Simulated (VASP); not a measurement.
Write the native input for VASP 6.6.1 that does the following.

```
Task                   : single point
Functional             : PBEsol
Potentials or basis    : VASP PAW PBE potentials, release 64 (Hf_pv, O)
Cutoff                 : 520 eV
k mesh                 : 8 × 8 × 8
Occupations            : gaussian, width 0.05 eV
Spin                   : no spin polarisation
Dipole correction      : no
Further INCAR settings : ALGO = Normal; EDIFF = 1e-06; NBANDS = 18
```

The structure of HfO2 lies in POSCAR:

```
HfO2
1.0
    0.0000000000      2.5809576693      2.4042868482
    2.5809576693      0.0000000000      2.4042868482
    2.5809576693      2.5809576693      0.0000000000
Hf O
1 2
Direct
    0.0000000000      0.0000000000      0.0000000000
    0.2500000000      0.2500000000      0.2500000000
    0.7500000000      0.7500000000      0.7500000000
```

This cell differs from its parent crystal: mode 4 frozen in at +0.000 Å, strain +e along z and -e/2 along x and y -0.0467.

One way to write it, as run:

INCAR

```
ALGO = Normal ; EDIFF = 1E-6
ENCUT = 520 ; GGA = PS
ISIF = 2 ; ISMEAR = 0
LASPH = T ; LCHARG = T
LELF = T ; LREAL = F
LVHAR = T ; LWAVE = F
NBANDS = 18 ; NELM = 100
PREC = Accurate ; SIGMA = 0.05
```

KPOINTS

```
k-points
0
Gamma
  8 8 8
```

Potentials or basis: VASP PAW PBE potentials, release 64 (Hf_pv, O).

Launch:

```console
$ cat potpaw_PBE.64/Hf_pv/POTCAR potpaw_PBE.64/O/POTCAR > POTCAR
$ mpirun -np 1 vasp_std > vasp.out
```

Results of the run:

The pressure is -3.1 GPa and the band gap on the k mesh is 2.82 eV, indirect (least direct gap 3.07 eV).

Caveat: the cell differs from its parent crystal (mode 4 frozen in at +0.000 Å, strain +e along z and -e/2 along x and y -0.0467); the PAW data sets were made with another functional, which shifts forces and pressure a little; spin-orbit coupling is left out, which moves the levels of the heavy elements.

Run time: 36 s on 1 thread of Intel(R) Xeon(R) Platinum 8259CL CPU @ 2.50GHz (Skylake/Cascade Lake), with other jobs on the host, peak memory 0.17 GiB.
